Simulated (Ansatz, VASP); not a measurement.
**One calculation of MgF2, two programs**

INCAR

```
SYSTEM = MgF2
  PREC = Accurate
  ENCUT = 600
  EDIFF = 1E-6
  ISMEAR = -1
  SIGMA = 0.08
  LREAL = .FALSE.
  LASPH = .TRUE.
  NELM = 120
  ALGO = Normal
  ISIF = 2
  LWAVE = .FALSE.
  LCHARG = .TRUE.
  GGA = PS
  LELF = .TRUE.
  LVHAR = .TRUE.
  NBANDS = 25
  GGA_COMPAT = .FALSE.
```

KPOINTS

```
regular mesh
0
G
  7 7 10
  0 0 0
```

Contents of POSCAR:

```
MgF2
1.0
    4.2863162533      0.0000000000      0.0000000000
    0.0000000000      4.2863162533      0.0000000000
    0.0000000000      0.0000000000      2.8700328101
Mg F
2 4
Direct
    0.0000000000      0.0000000000      0.0000000000
    0.5000000000      0.5000000000      0.5000000000
    0.3011545406      0.3011545406      0.0000000000
    0.6988454594      0.6988454594      0.0000000000
    0.8011545406      0.1988454594      0.5000000000
    0.1988454594      0.8011545406      0.5000000000
```

Input for Ansatz:

```yaml
crystal:
  lattice:
    - [4.2863162533, 0.0, 0.0]
    - [0.0, 4.2863162533, 0.0]
    - [0.0, 0.0, 2.8700328101]
  atoms:
    - { symbol: Mg, position: [0.0, 0.0, 0.0] }
    - { symbol: Mg, position: [0.5, 0.5, 0.5] }
    - { symbol: F, position: [0.3011545406, 0.3011545406, 0.0] }
    - { symbol: F, position: [0.6988454594, 0.6988454594, 0.0] }
    - { symbol: F, position: [0.8011545406, 0.1988454594, 0.5] }
    - { symbol: F, position: [0.1988454594, 0.8011545406, 0.5] }
kpoints:
  mp_grid: { grid: [7, 7, 10] }
scf:
  occupations: { method: fermi_dirac, width: 0.08 }
hamiltonian:
  xc: pbesol
  pseudopotentials: { kind: paw }
output:
  forces: true
  stress: true
  eigenvalues: true
  populations: true
```

Change from the starting cell: volume scaled by 0.8, PAW files.

Alike in both runs: task single point; functional PBEsol; k mesh 7 × 7 × 10; occupations fermi-dirac, width 0.08 eV; no spin polarisation.

```csv
,VASP,Ansatz
version,VASP 6.6.1,Ansatz 0.2.0
potentials or method,"VASP PAW PBE potentials, release 64 (Mg, F)","PAW with Ansatz's default frozen-core files, scalar-relativistic"
plane-wave cutoff (eV),600,420
valence electrons in the cell,32,48
```

Ansatz gave:

* gap on the k mesh at the Fermi level (eV): 8.50
* pressure (GPa): 35.7

Task: Which values does VASP return?

Result: gap on the k mesh at the Fermi level (eV): 8.48; pressure (GPa): 35.0.

VASP's potentials were made for PBE, not for PBEsol. Both programs put the cell under a high pressure, so it lies far from rest at this level. VASP's potentials hold 32 valence electrons a cell and Ansatz's 48, so a difference there can come from the potentials and not from the codes.
